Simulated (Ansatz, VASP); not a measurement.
## K: VASP beside Ansatz

INCAR

```
ALGO = Fast
EDIFF = 1E-6
EDIFFG = -0.01
ENCUT = 600
GGA = PS
IBRION = 2
ISIF = 3
ISMEAR = 0
LASPH = True
LCHARG = False
LREAL = False
LWAVE = False
NELM = 80
NSW = 100
PREC = Accurate
SIGMA = 0.1
```

Contents of KPOINTS:

```
k-points
0
Gamma
  16 16 16
```

POSCAR

```
K
1.0
   -2.6180000000      2.6180000000      2.6180000000
    2.6180000000     -2.6180000000      2.6180000000
    2.6180000000      2.6180000000     -2.6180000000
K
1
Direct
    0.0000000000      0.0000000000      0.0000000000
```

Input for Ansatz:

```yaml
crystal:
  lattice:
    - [-2.618, 2.618, 2.618]
    - [2.618, -2.618, 2.618]
    - [2.618, 2.618, -2.618]
  atoms:
    - { symbol: K, position: [0.0, 0.0, 0.0] }
basis:
  ecutwfc: 420
kpoints:
  mp_grid: { grid: [16, 16, 16] }
hamiltonian:
  xc: pbesol
scf:
  occupations: { method: gaussian, width: 0.1 }
output:
  forces: true
  stress: true
  eigenvalues: true
relax:
  adjacent_minimum: "off"
  f_tol: 0.01
  max_steps: 80
  cell: { stress_tol: 0.05 }
```

Alike in both runs: task relaxation of cell and atoms; functional PBEsol; k mesh 16 × 16 × 16; occupations gaussian, width 0.1 eV; no spin polarisation.

```csv
,VASP,Ansatz
version,VASP 6.6.1,Ansatz 0.2.0
potentials or method,"VASP PAW PBE potentials, release 64 (K_sv), cutoff 600 eV","scalar-relativistic, plane waves, PAW"
valence electrons in the cell,9,9
```

|  | VASP | Ansatz | Ansatz less VASP |
| --- | --- | --- | --- |
| gap on the k mesh at the Fermi level, each at its own relaxed structure (eV) | none | none | - |
| relaxed volume (Å³/atom) | 71.20 | 71.77 | +0.577 |
| relaxed length of the cell vector where the two differ most in proportion (Å) | 4.522 | 4.535 | +0.0122 |

VASP's potentials were made for PBE, not for PBEsol. A gap of «none» marks a metal or a gap that the smearing closes.
